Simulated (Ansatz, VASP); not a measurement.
## BiSbTe2S: VASP beside Ansatz

```
Sb Bi Te S
1.0
     5.80432    0.00000    0.00000
     0.00000    5.80432    0.00000
     0.00000    0.00000    4.86792
Sb Bi Te S
1 1 2 1
Direct
  0.50000 0.50000 0.50000
  0.00000 0.00000 0.00000
  0.50000 0.00000 0.50000
  0.00000 0.50000 0.50000
  0.50000 0.50000 0.00000
```

Change from the starting cell: species swapped into the CsHgBrCl2 type (P4/mmm, No. 123).

Alike in both runs: functional PBE; k mesh 8 × 8 × 8; occupations gaussian, width 0.1 eV; no spin polarisation.

Ansatz relaxed the structure, and its values are those at the end. VASP's run is a single point on that final structure, the one shown.

|  | VASP | Ansatz |
| --- | --- | --- |
| version | VASP 6.6.1 | Ansatz 0.2.0 |
| potentials or method | VASP PAW PBE potentials, release 64 (Sb, Bi_d, Te, S), cutoff 520 eV | scalar-relativistic, plane waves, PAW |
| valence electrons in the cell | 38 | 68 |

|  | VASP | Ansatz | Ansatz less VASP |
| --- | --- | --- | --- |
| gap on the k mesh at the Fermi level (eV) | none | none | - |
| pressure (GPa) | 0.0 | 0.0 | +0.02 |

A gap of «none» marks a metal or a gap that the smearing closes. VASP's potentials hold 38 valence electrons a cell and Ansatz's 68, so a difference there can come from the potentials and not from the codes.

Neither program's run includes spin-orbit coupling.
